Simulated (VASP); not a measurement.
The system is CuO.

```
Cu O
1.0
     2.31020   -1.68817    0.00000
     2.31020    1.68817    0.00000
    -0.83854    0.00000    4.98951
Cu O
2 2
Direct
  0.50000 0.00000 0.50000
  0.00000 0.50000 0.00000
  0.41840 0.58160 0.75000
  0.58160 0.41840 0.25000
```

Base run:

- Program: VASP 6.6.1
- Functional: revPBE
- Potentials or basis: VASP PAW PBE potentials, release 64 (Cu, O)
- Cutoff: 520 eV
- k mesh: 10 × 10 × 5
- Occupations: fermi-dirac, width 0.05 eV
- Spin: no spin polarisation

Its results: band gap on the k mesh zero (bands 17 and 18 overlap by 0.60 eV); pressure 19.3 GPa; largest force 0.025 eV/Å.

Question: The run is repeated on the same cell with these changes: functional from revPBE to RPBE; dispersion from none to D4. What comes out?

Answer: Band gap on the k mesh zero (bands 17 and 18 overlap by 0.60 eV); pressure 10.7 GPa; largest force 0.003 eV/Å.

Several settings changed at once.

Caveats: the cell stands under pressure; the PAW data sets were made with another functional, which shifts forces and pressure a little; semilocal functionals often make such compounds metallic where correlation or magnetic order opens a gap, which also shifts bond lengths.
